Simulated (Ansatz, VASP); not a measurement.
## InP in VASP and in Ansatz

Contents of INCAR:

```
PREC = Accurate ; ENCUT = 500
EDIFF = 1E-6 ; ISMEAR = 1
SIGMA = 0.001 ; LREAL = F
LASPH = T ; NELM = 120
ALGO = Normal ; ISIF = 2
LWAVE = F ; LCHARG = T
GGA = PS ; LELF = T
LVHAR = T ; NBANDS = 16
GGA_COMPAT = F
```

KPOINTS

```
regular mesh
0
Gamma
  6 6 6
```

File POSCAR:

```
InP
1.0
    0.0000000000      2.9538133435      2.9538133435
    2.9538133435      0.0000000000      2.9538133435
    2.9538133435      2.9538133435      0.0000000000
In P
1 1
Direct
    0.0000000000      0.0000000000      0.0000000000
    0.2500000000      0.2500000000      0.2500000000
```

Input for Ansatz:

```yaml
crystal:
  lattice:
    - [0.0, 2.9538133435, 2.9538133435]
    - [2.9538133435, 0.0, 2.9538133435]
    - [2.9538133435, 2.9538133435, 0.0]
  atoms:
    - { symbol: In, position: [0.0, 0.0, 0.0] }
    - { symbol: P, position: [0.25, 0.25, 0.25] }
kpoints:
  mp_grid: { grid: [6, 6, 6] }
hamiltonian:
  xc: pbesol
scf:
  occupations: { method: methfessel_paxton, width: 0.001 }
  n_extra_bands: 4
output:
  forces: true
  stress: true
  eigenvalues: true
```

Alike in both runs: task single point; functional PBEsol; k mesh 6 × 6 × 6; occupations methfessel-paxton of order 1, width 0.001 eV; no spin polarisation.

|  | VASP | Ansatz |
| --- | --- | --- |
| version | VASP 6.6.1 | Ansatz 0.2.0 |
| potentials or method | VASP PAW PBE potentials, release 64 (In_d, P) | plane waves |
| plane-wave cutoff (eV) | 500 | 420 |
| valence electrons in the cell | 18 | 18 |

Ansatz gave:

- gap on the k mesh at the Fermi level (eV): 0.49
- pressure (GPa): -1.0

Q: Which values does VASP return?

A: gap on the k mesh at the Fermi level (eV): 0.48; pressure (GPa): -1.0.

VASP's potentials were made for PBE, not for PBEsol. With one functional, cell and mesh, what is left measures potentials, basis and numerics.
